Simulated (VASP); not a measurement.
Sn3TeW:

```
CELL_PARAMETERS angstrom
4.86976 0.00000 0.00000
-2.43488 4.21734 0.00000
0.00000 0.00000 6.75599
ATOMIC_POSITIONS crystal
Sn 0.50000 0.00000 0.00000
Sn 0.00000 0.50000 0.00000
Sn 0.50000 0.50000 0.00000
Te 0.00000 0.00000 0.00000
W 0.00000 0.00000 0.50000
```

| Item | Value |
| --- | --- |
| Program | VASP 6.6.1 |
| Task | relaxation of cell and atoms |
| Functional | PBE |
| Potentials or basis | VASP PAW PBE potentials, release 64 (Sn_d, Te, W_sv) |
| Cutoff | 600 eV |
| k mesh | 6 × 6 × 4 |
| Occupations | gaussian, width 0.1 eV |
| Spin | no spin polarisation |

At the start: pressure 67.0 GPa; volume 27.75 Å³/atom.

Task: How do energy, volume and symmetry change on relaxing?

Result: Over 15 steps the energy falls by 4335.1 meV/atom and the volume is 35.91 Å³/atom (+29.4 %); space group P6/mmm (No. 191, to 0.05 Å).

The path:
| step | energy change (eV) | largest force (eV/Å) | pressure (GPa) | volume (Å³) |
| --- | --- | --- | --- | --- |
| 1 | 0.0000 | 0.0000 | 66.97 | 138.75 |
| 2 | -11.2648 | 0.0000 | -8.96 | 446.93 |
| 3 | -18.3744 | 0.0000 | -5.09 | 260.00 |
| 4 | -18.4965 | 0.0000 | -4.76 | 253.17 |
| 5 | -18.6271 | 0.0000 | -2.68 | 228.95 |
| 6 | -18.6467 | 0.0000 | -3.37 | 235.08 |
| 7 | -18.6447 | 0.0000 | -3.16 | 232.95 |
| 8 | -20.2368 | 0.0000 | -3.71 | 208.42 |
| 9 | -3.7149 | 0.0000 | 60.07 | 133.80 |
| 10 | -20.6704 | 0.0000 | -3.57 | 202.06 |
| 11 | -21.1386 | 0.0000 | 5.45 | 168.09 |
| 12 | -21.4885 | 0.0000 | -2.15 | 187.70 |
| 13 | -21.5768 | 0.0000 | 2.02 | 174.18 |
| 14 | -21.6702 | 0.0000 | -0.45 | 180.68 |
| 15 | -21.6755 | 0.0000 | -0.09 | 179.56 |

Final structure:
```xyz
5
Lattice="6.4445 0.0000 0.0000 -3.2223 5.5811 0.0000 0.0000 0.0000 4.9922" Properties=species:S:1:pos:R:3 pbc="T T T"
Sn    3.2223    0.0000    0.0000
Sn   -1.6111    2.7906    0.0000
Sn    1.6111    2.7906    0.0000
Te    0.0000    0.0000    0.0000
W     0.0000    0.0000    2.4961
```

Caveat: the volume moved by over 15 % at a fixed basis, so the end points are rough.
